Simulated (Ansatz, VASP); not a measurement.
ZnS: VASP beside Ansatz

The input INCAR:

```
PREC = Accurate
ENCUT = 520
EDIFF = 1E-7
ISMEAR = -1
SIGMA = 0.01
LREAL = False
LASPH = True
NELM = 60
ALGO = Normal
ISIF = 2
LWAVE = False
LCHARG = False
GGA = PS
NBANDS = 16
```

The input KPOINTS:

```
regular mesh
0
Gamma
  9 9 9
```

Contents of POSCAR:

```
ZnS
1.0
    0.0000000000      2.7225621114      2.7225621114
    2.7225621114      0.0000000000      2.7225621114
    2.7225621114      2.7225621114      0.0000000000
Zn S
1 1
Direct
    0.0000000000      0.0000000000      0.0000000000
    0.7500000000      0.7500000000      0.7500000000
```

Input for Ansatz:

```yaml
crystal:
  lattice:
    - [0.0, 2.7225621114, 2.7225621114]
    - [2.7225621114, 0.0, 2.7225621114]
    - [2.7225621114, 2.7225621114, 0.0]
  atoms:
    - { symbol: Zn, position: [0.0, 0.0, 0.0] }
    - { symbol: S, position: [0.75, 0.75, 0.75] }
kpoints:
  mp_grid: { grid: [9, 9, 9] }
  band_path:
    path:
      - [0.0, 0.0, 0.0]
      - [-0.5, -0.5, 0.0]
      - [-0.375, -0.375, 0.25]
      - [-0.375, 0.0, 0.375]
      - [0.0, 0.0, 0.0]
      - [0.0, 0.0, 0.5]
      - [-0.5, -0.25, 0.25]
      - [-0.5, -0.5, 0.0]
    npoints: 5
scf:
  occupations: { method: fermi_dirac, width: 0.01 }
hamiltonian:
  xc: pbesol
  pseudopotentials: { kind: all_electron, lapw: { basis_error: 0.00025 } }
output:
  forces: true
  stress: true
  eigenvalues: true
```

Change from the starting cell: volume scaled by 1.02.

Alike in both runs: task single point; functional PBEsol; k mesh 9 × 9 × 9; occupations fermi-dirac, width 0.01 eV; no spin polarisation.

|  | VASP | Ansatz |
| --- | --- | --- |
| version | VASP 6.6.1 | Ansatz 0.2.0 |
| potentials or method | VASP PAW PBE potentials, release 64 (Zn, S), cutoff 520 eV | all-electron LAPW, scalar-relativistic |

Ansatz gave:

| Item | Value |
| --- | --- |
| gap on the k mesh at the Fermi level (eV) | 1.88 |
| pressure (GPa) | -3.5 |

**Question.** What did VASP give for the same quantities?

**Answer.** gap on the k mesh at the Fermi level (eV): 1.88; pressure (GPa): -3.3.

VASP's potentials were made for PBE, not for PBEsol. Ansatz ran all-electron here, and VASP with PAW potentials.
